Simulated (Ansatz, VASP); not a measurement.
**One calculation of Mo, two programs**

```
Mo
1.0
    -1.66526    1.57100    1.57100
     1.66526   -1.57100    1.57100
     1.66526    1.57100   -1.57100
Mo
1
Direct
  0.00000 0.00000 0.00000
```

Change from the starting cell: strain +0.0600 x Voigt [1, 0, 0, 0, 0, 0], atoms carried along.

Alike in both runs: task single point; functional r2SCAN; k mesh 22 × 22 × 22; occupations gaussian, width 0.15 eV; no spin polarisation.

|  | VASP | Ansatz |
| --- | --- | --- |
| version | VASP 6.6.1 | Ansatz 0.2.0 |
| potentials or method | VASP PAW PBE potentials, release 64 (Mo_sv), cutoff 520 eV | scalar-relativistic, plane waves, PAW |
| valence electrons in the cell | 14 | 14 |

Ansatz gave:

| Item | Value |
| --- | --- |
| gap on the k mesh at the Fermi level (eV) | none |
| pressure (GPa) | -11.8 |
| traceless stress, the component that is largest in VASP (GPa) | -10.79 |

Task: What did VASP give for the same quantities?

Result: gap on the k mesh at the Fermi level (eV): none; pressure (GPa): -10.9; traceless stress, the component that is largest in VASP (GPa): -10.79.

VASP's potentials were made for PBE, not for r2SCAN. A gap of «none» marks a metal or a gap that the smearing closes. With one functional, cell and mesh, what is left measures potentials, basis and numerics.
